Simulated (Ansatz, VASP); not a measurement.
## Sb: VASP beside Ansatz

File INCAR:

```
ALGO = Normal
EDIFF = 1E-6
ENCUT = 520
GGA = PE
ISIF = 2
ISMEAR = -1
LASPH = T
LCHARG = F
LREAL = F
LWAVE = F
NBANDS = 8
NELM = 60
PREC = Accurate
SIGMA = 0.05
```

File KPOINTS:

```
k-points
0
Gamma
  13 13 13
```

The input POSCAR:

```
Sb
1.0
    3.0442693409      0.0000000000      0.0000000000
    0.0000000000      3.0442693409      0.0000000000
    0.0000000000      0.0000000000      3.0442693409
Sb
1
Direct
    0.0000000000      0.0000000000      0.0000000000
```

Input for Ansatz:

```yaml
crystal:
  lattice:
    - [3.0442693409, 0.0, 0.0]
    - [0.0, 3.0442693409, 0.0]
    - [0.0, 0.0, 3.0442693409]
  atoms:
    - { symbol: Sb, position: [0.0, 0.0, 0.0] }
kpoints:
  mp_grid: { grid: [13, 13, 13] }
scf:
  occupations: { method: fermi_dirac, width: 0.05 }
hamiltonian:
  xc: pbe
  pseudopotentials: { kind: all_electron, lapw: { basis_error: 0.001 } }
output:
  forces: true
  stress: true
  eigenvalues: true
```

Change from the starting cell: volume scaled by 0.9405.

Alike in both runs: task single point; functional PBE; k mesh 13 × 13 × 13; occupations fermi-dirac, width 0.05 eV; no spin polarisation.

|  | VASP | Ansatz |
| --- | --- | --- |
| version | VASP 6.6.1 | Ansatz 0.2.0 |
| potentials or method | VASP PAW PBE potentials, release 64 (Sb), cutoff 520 eV | all-electron LAPW, scalar-relativistic |

|  | VASP | Ansatz | Ansatz less VASP |
| --- | --- | --- | --- |
| pressure (GPa) | 4.0 | 4.0 | -0.01 |

Ansatz ran all-electron here, and VASP with PAW potentials.

Neither program's run includes spin-orbit coupling.
